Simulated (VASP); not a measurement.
# Ge (Fd-3m) in VASP: notebook

Ge is run at these levels: PBE exchange alone, BLYP, r2SCAN+D3(BJ); tasks: single point.

Everything below comes from runs of VASP 6.6.1. Logs are shortened: lines on timing, memory, paths and dates and some standing lists are left out, and cuts for length are marked.

**The experiment to reproduce.**

From “Temperature-dependent photoluminescence in Ge: experiment and theory”, 2020, arxiv:2003.00143, for a bulk crystal of Ge at 0 K: band gap 0.744 eV (indirect).

From “Electronic and optical properties of SixGe1-x-ySny alloys lattice-matched to Ge”, 2021, arxiv:2109.02782, for a bulk crystal of Ge at 293 K: band gap 0.666 eV (indirect).

How close the calculation comes is told below.

### Step 1. The cell of the first run

The structure is cubic, space group Fd-3m (No. 227). Conventional cell: a = 5.769 Å, b = 5.769 Å, c = 5.769 Å, α = 90.00°, β = 90.00°, γ = 90.00°. Within 3.3 Å of Ge (site symmetry -43m) lie 4 Ge at 2.50 Å.

### Step 2. Single point, PBE exchange alone

Contents of INCAR:

```
AGGAC    = 0.0          
ALDAC    = 0.0          
ALGO     = Normal         # electronic algorithm
EDIFF    = 1E-6           # SCF threshold, eV
ENCUT    = 520            # plane-wave cutoff, eV
GGA      = PE             # functional
ISIF     = 2              # what is computed and relaxed
ISMEAR   = -1             # smearing method
LASPH    = T              # aspherical terms in the spheres
LCHARG   = F              # write CHGCAR
LREAL    = F              # projectors in reciprocal space
LWAVE    = F              # write WAVECAR
NBANDS   = 21             # bands
NELM     = 80             # most SCF steps
PREC     = Accurate       # precision mode
SIGMA    = 0.05           # smearing width, eV
```

Contents of KPOINTS:

```
k-points
0
Gamma
  8 8 8
```

Contents of POSCAR:

```
Ge
1.0
    0.0000000000      2.8843929095      2.8843929095
    2.8843929095      0.0000000000      2.8843929095
    2.8843929095      2.8843929095      0.0000000000
Ge
2
Direct
    0.7500000000      0.7500000000      0.7500000000
    0.5000000000      0.5000000000      0.5000000000
```

Potentials or basis: VASP PAW PBE potentials, release 64 (Ge_d).

Launch:

```
$ cat potpaw_PBE.64/Ge_d/POTCAR > POTCAR
$ mpirun -np 1 vasp_std > vasp.out
```

OUTCAR:

```text
EDIFF = 1E-6
   ENCUT = 520
   GGA = PE
   ISIF = 2
   ISMEAR = -1
   LASPH = T
   LREAL = F
   NELM = 80
   PREC = Accurate

 ion  position               nearest neighbor table
   1  0.750  0.750  0.750-   2 2.50   2 2.50   2 2.50   2 2.50
   2  0.500  0.500  0.500-   1 2.50   1 2.50   1 2.50   1 2.50

  LATTYP: Found a face centered cubic cell.
 ALAT       =     5.7687858190

  Lattice vectors:

 A1 = (   0.0000000000,   2.8843929095,   2.8843929095)
 A2 = (   2.8843929095,   0.0000000000,   2.8843929095)
 A3 = (   2.8843929095,   2.8843929095,   0.0000000000)

Analysis of symmetry for initial positions (statically):
=====================================================================
 Subroutine PRICEL returns:
 Original cell was already a primitive cell.

 Routine SETGRP: Setting up the symmetry group for a
 face centered cubic supercell.

 Subroutine GETGRP returns: Found 48 space group operations
 (whereof 24 operations were pure point group operations)
 out of a pool of 48 trial point group operations.

The static configuration has the point symmetry T_d .
 The point group associated with its full space group is O_h .

Analysis of symmetry for dynamics (positions and initial velocities):
=====================================================================
 Subroutine PRICEL returns:
 Original cell was already a primitive cell.

 Routine SETGRP: Setting up the symmetry group for a
 face centered cubic supercell.

 Subroutine GETGRP returns: Found 48 space group operations
 (whereof 24 operations were pure point group operations)
 out of a pool of 48 trial point group operations.

The dynamic configuration has the point symmetry T_d .
 The point group associated with its full space group is O_h .

 Subroutine INISYM returns: Found 48 space group operations
 (whereof 24 operations are pure point group operations),
 and found     1 'primitive' translations

----------------------------------------------------------------------------------------

                                     Primitive cell

  volume of cell :      47.9947

  direct lattice vectors                    reciprocal lattice vectors
     0.000000000  2.884392909  2.884392909    -0.173346703  0.173346703  0.173346703
     2.884392909  0.000000000  2.884392909     0.173346703 -0.173346703  0.173346703
     2.884392909  2.884392909  0.000000000     0.173346703  0.173346703 -0.173346703

  length of vectors
     4.079147572  4.079147572  4.079147572     0.300245296  0.300245296  0.300245296

  position of ions in fractional coordinates (direct lattice)
     0.750000000  0.750000000  0.750000000
     0.500000000  0.500000000  0.500000000

  ion indices of the primitive-cell ions
   primitive index   ion index
                 1           1
                 2           2

----------------------------------------------------------------------------------------

 KPOINTS: k-points

Automatic generation of k-mesh.
 Grid dimensions read from file:
 generate k-points for:    8    8    8

 Generating k-lattice:

  Cartesian coordinates                     Fractional coordinates (reciprocal lattice)
    -0.021668338  0.021668338  0.021668338     0.125000000  0.000000000  0.000000000
     0.021668338 -0.021668338  0.021668338     0.000000000  0.125000000  0.000000000
     0.021668338  0.021668338 -0.021668338     0.000000000  0.000000000  0.125000000

  Length of vectors
     0.037530662  0.037530662  0.037530662

  Shift w.r.t. Gamma in fractional coordinates (k-lattice)
     0.000000000  0.000000000  0.000000000

 Subroutine IBZKPT returns following result:
 ===========================================

 Found     29 irreducible k-points:

 Following reciprocal coordinates:
            Coordinates               Weight
  0.000000  0.000000  0.000000      1.000000
  0.125000  0.000000  0.000000      8.000000
  0.250000  0.000000  0.000000      8.000000
  0.375000  0.000000  0.000000      8.000000
  0.500000  0.000000  0.000000      4.000000
  0.125000  0.125000  0.000000      6.000000
[... 16 lines left out ...]
  0.500000  0.250000  0.125000     48.000000
 -0.375000  0.250000  0.125000     24.000000
 [... further k-points ...]
   k-points           NKPTS =     29   k-points in BZ     NKDIM =     29   number of bands    NBANDS=     21
   number of dos      NEDOS =    301   number of ions     NIONS =      2
   total plane-waves  NPLWV =  27000
   dimension x,y,z NGX =    30 NGY =   30 NGZ =   30
   dimension x,y,z NGXF=    60 NGYF=   60 NGZF=   60
   ions per type =               2
   NGX,Y,Z   is equivalent  to a cutoff of  12.23, 12.23, 12.23 a.u.
   NGXF,Y,Z  is equivalent  to a cutoff of  24.45, 24.45, 24.45 a.u.
 SYSTEM =  unknown system
   PREC   = accura    normal or accurate (medium, high low for compatibility)
   ISTART =      0    job   : 0-new  1-cont  2-samecut
   ICHARG =      2    charge: 1-file 2-atom 10-const
   ISPIN  =      1    spin polarized calculation?
   LNONCOLLINEAR =      F non collinear calculations
   LSORBIT =      F    spin-orbit coupling
   LASPH  =      T    aspherical Exc in radial PAW
   ENCUT  =  520.0 eV  38.22 Ry    6.18 a.u.   7.58  7.58  7.58*2*pi/ulx,y,z
   NELM   =     80;   NELMIN=  2; NELMDL= -5     # of ELM steps
   EDIFF  = 0.1E-05   stopping-criterion for ELM
   LREAL  =      F    real-space projection
   EDIFFG = 0.1E-04   stopping-criterion for IOM
   NSW    =      0    number of steps for IOM
   IBRION =     -1    ionic relax: 0-MD 1-quasi-New 2-CG
   NFREE  =      0    steps in history (QN), initial steepest desc. (CG)
   ISIF   =      2    stress and relaxation
   ISYM   =      2    0-nonsym 1-usesym 2-fastsym
   POTIM  = 0.5000    time-step for ionic-motion
   TEBEG  =    0.0;   TEEND  =   0.0 temperature during run
   PSTRESS=    0.0 pullay stress
   NELECT =      28.0000    total number of electrons
   NUPDOWN=      -1.0000    fix difference up-down
   EMIN   =  10.00;   EMAX   =-10.00  energy-range for DOS
   EFERMI =   0.00;   METHOD = LEGACY
   ISMEAR =    -1;   SIGMA  =   0.05  broadening in eV -4-tet -1-fermi 0-gaus
   EFERMI_NEDOS =   21; number of points for ismear=-14 and -15
   IALGO  =     38    algorithm
   IMIX   =      4    mixing-type and parameters
     AMIX     =   0.40;   BMIX     =  1.00
     AMIX_MAG =   1.60;   BMIX_MAG =  1.00
  volume/ion in A,a.u.               =      24.00       161.94
  Fermi-wavevector in a.u.,A,eV,Ry     =   1.367928  2.585008 25.459572  1.871226
  Thomas-Fermi vector in A             =   2.493937
   LORBIT       =      0    0 simple, 1 ext, 2 COOP (PROOUT), +10 PAW based schemes
   GGA     = PE    functional components
   LHFCALC =     F    Hartree Fock is set to
   AEXX    =    0.0000 exact exchange contribution
   IVDW    =     0    specifies the selected vdW correction
   LEPSILON=     F    determine dielectric tensor
   LRPA    =     F    only Hartree local field effects (RPA)
 non-spin polarized calculation
  energy-cutoff  :      520.00
  volume of cell :       47.99
 maximum number of plane-waves:      1308
   NGX = 15   NGY = 15   NGZ = 15

 number of electron      27.9999976 magnetization

 Free energy of the ion-electron system (eV)
  ---------------------------------------------------
  ext. energy  EPLUGINS =         0.00000000
  ---------------------------------------------------
  free energy    TOTEN  =        -6.15441102 eV

  energy without entropy =       -6.15329077  energy(sigma->0) =       -6.15385090

 E-fermi :   5.8733     XC(G=0):  -8.0410

 val. band max:        5.6082598400   @ k =   0.1250   0.0000   0.0000
 cond. band min:       5.9175084703   @ k =   0.0000   0.0000   0.0000
 fundamental gap:      0.3092486303
 Fermi energy:         5.8732846905

 k-point     1 :       0.0000    0.0000    0.0000
  band No.  band energies     occupation
      1     -18.5687      2.00000
      2     -18.5687      2.00000
      3     -18.5687      2.00000
      4     -18.5361      2.00000
      5     -18.5361      2.00000
      6     -18.3515      2.00000
[... 13 lines left out ...]
     20      15.3422      0.00000
     21      15.3422      0.00000

 k-point     2 :       0.1250    0.0000    0.0000
  band No.  band energies     occupation
      1     -18.5757      2.00000
      2     -18.5757      2.00000
      3     -18.5665      2.00000
      4     -18.5263      2.00000
      5     -18.5263      2.00000
      6     -18.3625      2.00000
[... 13 lines left out ...]
     20      14.5395      0.00000
     21      14.5395      0.00000

 k-point     3 :       0.2500    0.0000    0.0000
  band No.  band energies     occupation
      1     -18.5846      2.00000
      2     -18.5846      2.00000
      3     -18.5610      2.00000
      4     -18.5113      2.00000
      5     -18.5113      2.00000
      6     -18.3748      2.00000
[... 13 lines left out ...]
     20      14.2938      0.00000
     21      14.2938      0.00000

 k-point     4 :       0.3750    0.0000    0.0000
  band No.  band energies     occupation
      1     -18.5892      2.00000
      2     -18.5892      2.00000
      3     -18.5554      2.00000
      4     -18.5020      2.00000
      5     -18.5020      2.00000
      6     -18.3814      2.00000
[... 13 lines left out ...]
     20      15.3569      0.00000
     21      15.3569      0.00000

 k-point     5 :       0.5000    0.0000    0.0000
  band No.  band energies     occupation
      1     -18.5904      2.00000
      2     -18.5904      2.00000
      3     -18.5531      2.00000
      4     -18.4994      2.00000
      5     -18.4994      2.00000
      6     -18.3829      2.00000
[... 13 lines left out ...]
     20      16.3189      0.00000
     21      16.9340      0.00000
[... 382 lines left out ...]
     20      17.0337      0.00000
     21      18.5719      0.00000

 k-point    22 :       0.3750    0.2500    0.1250
  band No.  band energies     occupation
      1     -18.5937      2.00000
      2     -18.5919      2.00000
      3     -18.5537      2.00000
      4     -18.5046      2.00000
      5     -18.4799      2.00000
      6     -18.4187      2.00000
[... 13 lines left out ...]
     20      15.9427      0.00000
     21      16.1499      0.00000

 k-point    23 :       0.5000    0.2500    0.1250
  band No.  band energies     occupation
      1     -18.6043      2.00000
      2     -18.5974      2.00000
      3     -18.5346      2.00000
      4     -18.4915      2.00000
      5     -18.4688      2.00000
      6     -18.4264      2.00000
[... 13 lines left out ...]
     20      15.4552      0.00000
     21      17.3329      0.00000

 k-point    24 :      -0.3750    0.2500    0.1250
  band No.  band energies     occupation
      1     -18.6089      2.00000
      2     -18.5987      2.00000
      3     -18.5259      2.00000
      4     -18.4817      2.00000
      5     -18.4700      2.00000
      6     -18.4221      2.00000
[... 13 lines left out ...]
     20      16.9090      0.00000
     21      17.1586      0.00000

 [... further k-points ...]

------------------------ aborting loop because EDIFF is reached ----------------------------------------

  FORCE on cell =-STRESS in cart. coord.  units (eV):
  Direction    XX          YY          ZZ          XY          YZ          ZX
  --------------------------------------------------------------------------------------
  -------------------------------------------------------------------------------------
  Total        2.6711653      2.6711653      2.6711653     -0.0000000      0.0000000     -0.0000000
  in kB       89.1698601     89.1698601     89.1698601     -0.0000000      0.0000000     -0.0000000
  external PRESSURE =      89.1698601 kB  Pullay stress =       0.0000000 kB

 VOLUME and BASIS-vectors are now :
 -----------------------------------------------------------------------------
  energy-cutoff  :      520.00
  volume of cell :       47.99
      direct lattice vectors                 reciprocal lattice vectors
     0.000000000  2.884392909  2.884392909    -0.173346703  0.173346703  0.173346703
     2.884392909  0.000000000  2.884392909     0.173346703 -0.173346703  0.173346703
     2.884392909  2.884392909  0.000000000     0.173346703  0.173346703 -0.173346703

 POSITION                                       TOTAL-FORCE (eV/Angst)
 -----------------------------------------------------------------------------------
      4.32659      4.32659      4.32659        -0.000000     -0.000000     -0.000000
      2.88439      2.88439      2.88439         0.000000      0.000000      0.000000
 -----------------------------------------------------------------------------------
    total drift:                                0.000000     -0.000000     -0.000000

  FREE ENERGIE OF THE ION-ELECTRON SYSTEM (eV)
  ---------------------------------------------------
  free  energy   TOTEN  =        -6.1544110247 eV

  energy  without entropy=       -6.1532907705  energy(sigma->0) =       -6.15385090
```

Wall time 15 s (1 thread of AMD EPYC 9R45 (Zen 5), shared host); peak memory 0.14 GiB.

Results:

```yaml
Free_energy: -6.1544 eV
Pressure: 8.9 GPa
Band_gap_on_the_k_mesh: zero (filled and empty bands touch)
```

Levels at points of the mesh, in eV from the Fermi level:
| k point | band 11 | band 12 | band 13 | band 14 | band 15 | band 16 | band 17 | band 18 |
| --- | --- | --- | --- | --- | --- | --- | --- | --- |
| (0.00, 0.00, 0.00) | -12.31 | -0.59 | 0.04 | 0.04 | 0.04 | 2.57 | 2.57 | 2.57 |
| (0.50, 0.00, 0.00) | -10.38 | -7.30 | -1.28 | -1.28 | 0.06 | 3.80 | 3.80 | 7.37 |
| (0.50, 0.50, 0.00) | -8.67 | -8.67 | -2.82 | -2.82 | 0.98 | 0.98 | 9.00 | 9.00 |

### Step 3. Single point, BLYP

This run uses another cell than the first one, of 25.45 Å³/atom, 1.060 times its volume.

Contents of INCAR:

```
SYSTEM = Ge
PREC     = Accurate       ! precision mode
ENCUT    = 520            ! plane-wave cutoff, eV
EDIFF    = 1E-6           ! SCF threshold, eV
ISMEAR   = -1             ! smearing method
SIGMA    = 0.05           ! smearing width, eV
LREAL    = .False.        ! projectors in reciprocal space
LASPH    = .True.         ! aspherical terms in the spheres
NELM     = 100            ! most SCF steps
ALGO     = Normal         ! electronic algorithm
ISIF     = 2              ! what is computed and relaxed
LWAVE    = .False.        ! write WAVECAR
LCHARG   = .True.         ! write CHGCAR
GGA      = B5             ! functional
ALDAX    = 1.0          
AGGAX    = 1.0          
AGGAC    = 1.0          
ALDAC    = 0.0          
LELF     = .True.         ! ELF
LVHAR    = .True.       
NBANDS   = 21             ! bands
```

Contents of KPOINTS:

```
regular mesh
0
Gamma
  8 8 8
  0 0 0
```

Contents of POSCAR:

```
Ge
1.0
    0.0000000000      2.9413087698      2.9413087698
    2.9413087698      0.0000000000      2.9413087698
    2.9413087698      2.9413087698      0.0000000000
Ge
2
Direct
    0.7500000000      0.7500000000      0.7500000000
    0.5000000000      0.5000000000      0.5000000000
```

Potentials or basis: VASP PAW PBE potentials, release 64 (Ge_d).

Launch:

```
$ cat potpaw_PBE.64/Ge_d/POTCAR > POTCAR
$ mpirun -np 1 vasp_std > vasp.out
```

Run time: 26 s. Hardware: 1 thread of AMD EPYC 9R45 (Zen 5), shared host; peak memory 0.15 GiB.

Results (log left out):

```yaml
Free_energy: -7.6758 eV
Pressure: 0.2 GPa
Band_gap_on_the_k_mesh: zero (band 14 reaches 4.33 eV, above the bottom of band 15 at 4.17 eV)
```

Levels at points of the mesh, in eV from the Fermi level:
| k point | band 10 | band 11 | band 12 | band 13 | band 14 | band 15 | band 16 | band 17 | band 18 | band 19 |
| --- | --- | --- | --- | --- | --- | --- | --- | --- | --- | --- |
| (0.00, 0.00, 0.00) | -24.32 | -11.80 | -1.05 | 0.15 | 0.15 | 0.15 | 2.66 | 2.66 | 2.66 | 6.56 |
| (0.50, 0.00, 0.00) | -24.29 | -10.01 | -6.98 | -1.08 | -1.08 | -0.02 | 3.88 | 3.88 | 7.39 | 9.84 |
| (0.50, 0.50, 0.00) | -24.28 | -8.38 | -8.38 | -2.51 | -2.51 | 1.14 | 1.14 | 8.62 | 8.62 | 10.68 |

Caveat: the PAW data sets were made with another functional, which shifts forces and pressure a little.

### Step 4. Single point, r2SCAN+D3(BJ)

This run uses another cell than the first one, of 22.55 Å³/atom, 0.940 times its volume.

Contents of POSCAR:

```
Ge
1.0
    0.0000000000      2.8251929593      2.8251929593
    2.8251929593      0.0000000000      2.8251929593
    2.8251929593      2.8251929593      0.0000000000
Ge
2
Direct
    0.7500000000      0.7500000000      0.7500000000
    0.5000000000      0.5000000000      0.5000000000
```

Contents of INCAR.step1:

```
SYSTEM = Ge
  PREC = Accurate
  ENCUT = 520
  ISMEAR = -1
  SIGMA = 0.05
  LREAL = .FALSE.
  LASPH = .TRUE.
  NELM = 80
  NBANDS = 21
  GGA = PE
  ALGO = Normal
  EDIFF = 1E-4
  LWAVE = .TRUE.
  LCHARG = .FALSE.
```

Contents of INCAR.step2:

```
SYSTEM = Ge
  PREC = Accurate
  ENCUT = 520
  EDIFF = 1E-6
  ISMEAR = -1
  SIGMA = 0.05
  LREAL = .FALSE.
  LASPH = .TRUE.
  NELM = 80
  ALGO = Normal
  ISIF = 2
  LWAVE = .FALSE.
  LCHARG = .FALSE.
  METAGGA = R2SCAN
  LMIXTAU = .TRUE.
  IVDW = 12
  VDW_S6 = 1.0
  VDW_S8 = 0.78981345
  VDW_A1 = 0.49484001
  VDW_A2 = 5.73083694
  NBANDS = 21
  ISTART = 1
```

Contents of KPOINTS:

```
regular mesh
0
G
  8 8 8
  0 0 0
```

Launch:

```
$ cat potpaw_PBE.64/Ge_d/POTCAR > POTCAR
$ cp INCAR.step1 INCAR
$ mpirun -np 1 vasp_std > vasp.out
$ cp INCAR.step2 INCAR
$ mpirun -np 1 vasp_std > vasp.out
```

Wall time 56 s (1 thread of AMD EPYC 9R45 (Zen 5), shared host); peak memory 0.15 GiB.

Results (log left out):

| Item | Value |
| --- | --- |
| Free energy | -28.0127 eV |
| Pressure | 0.0 GPa |
| Band gap on the k mesh | 0.44 eV, direct |
| Dispersion energy per atom | -0.139 eV |

Levels at points of the mesh, in eV from the valence-band top:
| k point | band 12 | band 13 | band 14 | band 15 | band 16 | band 17 |
| --- | --- | --- | --- | --- | --- | --- |
| (0.00, 0.00, 0.00) | 0.00 | 0.00 | 0.00 | 0.44 | 2.71 | 2.71 |
| (0.50, 0.00, 0.00) | -7.89 | -1.49 | -1.49 | 0.46 | 4.00 | 4.00 |
| (0.50, 0.50, 0.00) | -9.23 | -3.24 | -3.24 | 0.97 | 0.97 | 10.14 |

Caveat: the PAW data sets were made with another functional, which shifts forces and pressure a little.

### Step 5. Overview

| level | cell | gap on the mesh (eV) | pressure (GPa) |
| --- | --- | --- | --- |
| PBE exchange alone | a = 4.079 Å, angles 60.0°, 2 atoms | none | 8.9 |
| BLYP | a = 4.160 Å, angles 60.0°, 2 atoms | none | 0.2 |
| r2SCAN+D3(BJ) | a = 3.995 Å, angles 60.0°, 2 atoms | 0.44 | 0.0 |

Alike in all rows: task single point; potentials or basis VASP PAW PBE potentials, release 64 (Ge_d); no spin polarisation; k mesh 8 × 8 × 8; cutoff (eV) 520; smearing fermi-dirac 0.05 eV.

Caveats: the PAW data sets were made with another functional, which shifts forces and pressure a little (some runs).

Absolute energies hang on the potentials; compare differences alone.

### Step 6. Comparison with measurements

Step 3. A measured gap of Ge is 0.744 eV (indirect; 0 K; “Temperature-dependent photoluminescence in Ge: experiment and theory”, 2020, arxiv:2003.00143); the calculated 0.00 eV misses it by -0.74 eV. 3 values of this kind are on record (0.666 to 0.807 eV); this one was drawn at random among those near their median. Spin-orbit coupling on Ge is left out. The value is that of BLYP on a finite k mesh, which can miss the band edges, without temperature or zero-point motion. Semilocal functionals fall short of measured gaps as a rule.

Step 4. A measured gap of Ge is 0.666 eV (indirect; 293 K; “Electronic and optical properties of SixGe1-x-ySny alloys lattice-matched to Ge”, 2021, arxiv:2109.02782); the calculated 0.44 eV misses it by -0.22 eV. 3 values of this kind are on record (0.666 to 0.807 eV); this one was drawn at random among those near their median. Spin-orbit coupling on Ge is left out. The value is that of r2SCAN+D3(BJ) on a finite k mesh, which can miss the band edges, without temperature or zero-point motion.
